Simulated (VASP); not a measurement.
A run of VASP 6.6.1 is set up as follows.

File INCAR:

```
SYSTEM = Al5GaSb6
ALGO = Normal
EDIFF = 1E-6
ENCUT = 520
GGA = PE
ISIF = 2
ISMEAR = 0
LASPH = .True.
LCHARG = .False.
LREAL = .False.
LWAVE = .False.
NBANDS = 41
NELM = 80
PREC = Accurate
SIGMA = 0.02
```

File KPOINTS:

```
k-points
0
Gamma
  6 6 2
  0 0 0
```

File POSCAR:

```
Al5GaSb6
1.0
    4.4055514047      0.0000000000      0.0000000000
    0.0000000000      4.4055514047      0.0000000000
    0.0000000000      0.0000000000     18.6257001775
Al Ga Sb
5 1 6
Direct
    0.0000000000      0.0000000000      0.1668543143
    0.5000000000      0.5000000000      0.3337631823
    0.5000000000      0.5000000000      0.6662368177
    0.0000000000      0.0000000000      0.8331456857
    0.5000000000      0.5000000000      0.0000000000
    0.0000000000      0.0000000000      0.5000000000
    0.5000000000      0.0000000000      0.9165901509
    0.0000000000      0.5000000000      0.0834098491
    0.5000000000      0.0000000000      0.2502918718
    0.0000000000      0.5000000000      0.4169035282
    0.5000000000      0.0000000000      0.5830964718
    0.0000000000      0.5000000000      0.7497081282
```

Potentials or basis: VASP PAW PBE potentials, release 64 (Al, Ga_d, Sb).

The run is started by

```sh
$ cat potpaw_PBE.64/Al/POTCAR potpaw_PBE.64/Ga_d/POTCAR potpaw_PBE.64/Sb/POTCAR > POTCAR
$ mpirun -np 1 vasp_std > vasp.out
```

What does it give for the pressure?

0.2 GPa.

Estimate the largest force.

0.005 eV/Å.

Predict the band gap on the k mesh.

0.86 eV, direct.

Forces in eV/Å, atoms in the order of the input:
```
Al   0.000  0.000 -0.001
Al   0.000  0.000 -0.005
Al   0.000  0.000  0.005
Al   0.000  0.000  0.001
Al   0.000  0.000  0.000
Ga   0.000  0.000  0.000
Sb   0.000  0.000 -0.003
Sb   0.000  0.000  0.003
Sb   0.000  0.000  0.000
Sb   0.000  0.000  0.004
Sb   0.000  0.000 -0.004
Sb   0.000  0.000  0.000
```

Caveat: spin-orbit coupling is left out, which moves the levels of the heavy elements. A hybrid or GW would open this gap; PBE tends to underestimate it.
